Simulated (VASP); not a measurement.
LiNbO3, 10 atoms in the cell. The structure is trigonal, space group R3c (No. 161). The conventional cell has a = 5.131 Å, b = 5.131 Å, c = 13.420 Å, α = 90.00°, β = 90.00°, γ = 120.00°. Within 2.7 Å of Li (site symmetry 3) lie 6 O at 2.05 to 2.21 Å. Within 2.5 Å of Nb (site symmetry 3) lie 6 O at 1.85 to 2.10 Å. Within 2.5 Å of O (site symmetry 1) lie 2 Nb at 1.85 to 2.10 Å and 2 Li at 2.05 to 2.21 Å. 

```yaml
Program: VASP 6.6.1
Task: single point
Functional: PBE
Potentials_or_basis: VASP PAW PBE potentials, release 64 (Li_sv, Nb_sv, O)
Cutoff: 520 eV
k_mesh: 6 × 6 × 6
Occupations: gaussian, width 0.05 eV
Spin: no spin polarisation
Dipole_correction: no
Further_INCAR_settings: ALGO = Normal; EDIFF = 1e-07; NBANDS = 45
```

Potentials or basis: VASP PAW PBE potentials, release 64 (Li_sv, Nb_sv, O).

Command:

```console
$ cat potpaw_PBE.64/Li_sv/POTCAR potpaw_PBE.64/Nb_sv/POTCAR potpaw_PBE.64/O/POTCAR > POTCAR
$ mpirun -np 1 vasp_std > vasp.out
```

Hardware: 1 thread of AMD EPYC 7R13, with other jobs on the host.

Q: Estimate the wall time of this run.

A: Wall time 3.1 min on 1 thread of AMD EPYC 7R13, with other jobs on the host, peak memory 0.27 GiB. Counts: scf iterations 15, k points 32.
